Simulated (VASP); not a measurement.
Here is a VASP 6.6.1 calculation.

Contents of INCAR:

```
SYSTEM = Li
  PREC = Accurate
  ENCUT = 600
  EDIFF = 1E-6
  ISMEAR = 0
  SIGMA = 0.1
  LREAL = .FALSE.
  LASPH = .TRUE.
  NELM = 100
  ALGO = Normal
  ISIF = 3
  LWAVE = .FALSE.
  LCHARG = .FALSE.
  GGA = PE
  IBRION = 2
  NSW = 100
  EDIFFG = -0.01
```

KPOINTS

```
Automatic mesh
0
G
  20 20 20
  0 0 0
```

POSCAR

```
Li
1.0
    2.7308644709      0.0000000000      0.0000000000
    0.0000000000      2.7308644709      0.0000000000
    0.0000000000      0.0000000000      2.7308644709
Li
1
Direct
    0.5000000000      0.5000000000      0.5000000000
```

Potentials or basis: VASP PAW PBE potentials, release 64 (Li_sv).

Run with:

```console
$ cat potpaw_PBE.64/Li_sv/POTCAR > POTCAR
$ mpirun -np 1 vasp_std > vasp.out
```

(1) What does it give for the relaxed volume?

(2) Estimate the relaxed cell.

Answers

(1) 20.33 Å³/atom.

(2) a = 2.729 Å, b = 2.729 Å, c = 2.729 Å, α = 90.00°, β = 90.00°, γ = 90.00°.

Caveat: the cutoff is under 1.25 times the usual one of these potentials, so pressure, stress and relaxed cells hold a basis-set (Pulay) error.
